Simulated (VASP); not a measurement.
A run of VASP 6.6.1 is set up as follows.

File INCAR:

```
SYSTEM = Sb
ALGO = Normal ; EDIFF = 1E-6
ENCUT = 500 ; GGA = PE
GGA_COMPAT = .False. ; ISIF = 2
ISMEAR = 0 ; LASPH = .True.
LCHARG = .True. ; LELF = .True.
LREAL = .False. ; LVHAR = .True.
LWAVE = .False. ; NBANDS = 54
NELM = 120 ; PREC = Accurate
SIGMA = 0.1
```

KPOINTS

```
k-points
0
Gamma
  8 8 6
  0 0 0
```

File POSCAR:

```
Sb
1.0
    5.9828205323     -0.0074424177     -0.0526191871
   -0.1847123105      6.0310290440     -0.0011256439
   -2.4234636543     -2.6268667267      5.8001308877
Sb
6
Direct
    0.7399272155      0.1498940039      0.6659661412
    0.8498832986      0.2619693498      0.3295262395
    0.1501167014      0.7380306502      0.6704737605
    0.3839059357      0.3858183399      0.0980564508
    0.6160940643      0.6141816601      0.9019435492
    0.2600727845      0.8501059961      0.3340338588
```

Potentials or basis: VASP PAW PBE potentials, release 64 (Sb_d_GW).

Command:

```bash
$ cat potpaw_PBE.64/Sb_d_GW/POTCAR > POTCAR
$ mpirun -np 1 vasp_std > vasp.out
```

Q: What does it give for the band gap on the k mesh?

A: Zero (bands 45 and 46 overlap by 1.02 eV).

Q: Estimate the pressure.

A: 0.0 GPa.

Forces on the atoms (eV/Å):
```
Sb  -0.003 -0.003 -0.001
Sb   0.001  0.000  0.001
Sb  -0.001  0.000 -0.001
Sb   0.002 -0.002  0.002
Sb  -0.002  0.002 -0.002
Sb   0.003  0.003  0.001
```

Caveat: spin-orbit coupling is left out, which moves the levels of the heavy elements.
